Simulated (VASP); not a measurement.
Input of a VASP 6.6.1 run:

File INCAR:

```
ALGO = Normal
EDIFF = 1E-6
ENCUT = 520
GGA = PE
ISIF = 2
ISMEAR = 0
LASPH = T
LCHARG = F
LREAL = F
LWAVE = F
NBANDS = 37
NELM = 60
PREC = Accurate
SIGMA = 0.1
```

Contents of KPOINTS:

```
k-points
0
Gamma
  4 4 4
```

POSCAR

```
YPdF5
1.0
   -3.1641615900      3.1641615900      2.9671109600
    3.1641615900     -3.1641615900      2.9671109600
    3.1641615900      3.1641615900     -2.9671109600
Y Pd F
1 1 5
Direct
    0.2500000000      0.7500000000      0.5000000000
    0.7500000000      0.2500000000      0.5000000000
    0.1390914900      0.1390914900      0.2781829800
    0.8609085100      0.8609085100      0.7218170200
    0.8609085100      0.1390914900      0.0000000000
    0.1390914900      0.8609085100      0.0000000000
    0.0000000000      0.0000000000      0.0000000000
```

Potentials or basis: VASP PAW PBE potentials, release 64 (Y_sv, Pd, F).

Run with:

```bash
$ cat potpaw_PBE.64/Y_sv/POTCAR potpaw_PBE.64/Pd/POTCAR potpaw_PBE.64/F/POTCAR > POTCAR
$ mpirun -np 1 vasp_std > vasp.out
```

(1) Estimate the largest force.

(2) Estimate the pressure.

Answers

(1) 34.274 eV/Å.

(2) 74.0 GPa.

Caveat: the standard files for N, O and F lose accuracy on very short bonds; the stress differs along the axes, from -8 to 115 GPa; forces of over 1 eV/Å act on the atoms, so gaps and moduli don't describe the material at rest.
